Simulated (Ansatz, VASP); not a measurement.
# Mg2B: VASP beside Ansatz

Contents of INCAR:

```
ALGO = Fast
EDIFF = 1E-6
EDIFFG = -0.04
ENCUT = 600
GGA = PE
IBRION = 2
ISIF = 3
ISMEAR = 0
LASPH = True
LCHARG = False
LREAL = False
LWAVE = False
NELM = 100
NSW = 90
PREC = Accurate
SIGMA = 0.1
```

Contents of KPOINTS:

```
k-points
0
Gamma
  6 6 6
```

Contents of POSCAR:

```
Mg2B
1.0
   -1.9155026889      1.9155026889      3.1416213766
    1.9155026889     -1.9155026889      3.1416213766
    1.9155026889      1.9155026889     -3.1416213766
Mg B
2 1
Direct
    0.5930000000      0.5930000000      0.0000000000
    0.4070000000      0.4070000000      0.0000000000
    0.0000000000      0.0000000000      0.0000000000
```

Input for Ansatz:

```yaml
crystal:
  lattice:
    - [-1.9155026889, 1.9155026889, 3.1416213766]
    - [1.9155026889, -1.9155026889, 3.1416213766]
    - [1.9155026889, 1.9155026889, -3.1416213766]
  atoms:
    - { symbol: Mg, position: [0.593, 0.593, 0.0] }
    - { symbol: Mg, position: [0.407, 0.407, 0.0] }
    - { symbol: B, position: [0.0, 0.0, 0.0] }
basis:
  ecutwfc: 420
kpoints:
  mp_grid: { grid: [6, 6, 6] }
hamiltonian:
  xc: pbe
scf:
  occupations: { method: gaussian, width: 0.1 }
  lower_state_search: "off"
output:
  forces: true
  stress: true
  eigenvalues: true
relax:
  adjacent_minimum: "off"
  f_tol: 0.04
  max_steps: 70
  cell: { stress_tol: 0.4 }
```

Alike in both runs: task relaxation of cell and atoms; functional PBE; k mesh 6 × 6 × 6; occupations gaussian, width 0.1 eV; no spin polarisation.

|  | VASP | Ansatz |
| --- | --- | --- |
| version | VASP 6.6.1 | Ansatz 0.2.0 |
| potentials or method | VASP PAW PBE potentials, release 64 (Mg, B), cutoff 600 eV | scalar-relativistic, plane waves, PAW |
| valence electrons in the cell | 7 | 23 |

VASP gave:

- gap on the k mesh at the Fermi level, each at its own relaxed structure (eV): none
- relaxed volume (Å³/atom): 19.89
- relaxed cell length with the largest relative difference (Å): 7.089

Task: Estimate Ansatz's values.

Result: gap on the k mesh at the Fermi level, each at its own relaxed structure (eV): none; relaxed volume (Å³/atom): 15.31; relaxed cell length with the largest relative difference (Å): 4.572.

A gap of «none» marks a metal or a gap that the smearing closes. One of these differences is far larger than is usual between the two programs; its cause wasn't traced. VASP's potentials hold 7 valence electrons a cell and Ansatz's 23, so a difference there can come from the potentials and not from the codes.

The k mesh is coarse, so the values compare programs but aren't converged. Noted on VASP's run: the volume moved by over 15 % at a fixed basis, so the end points are rough.
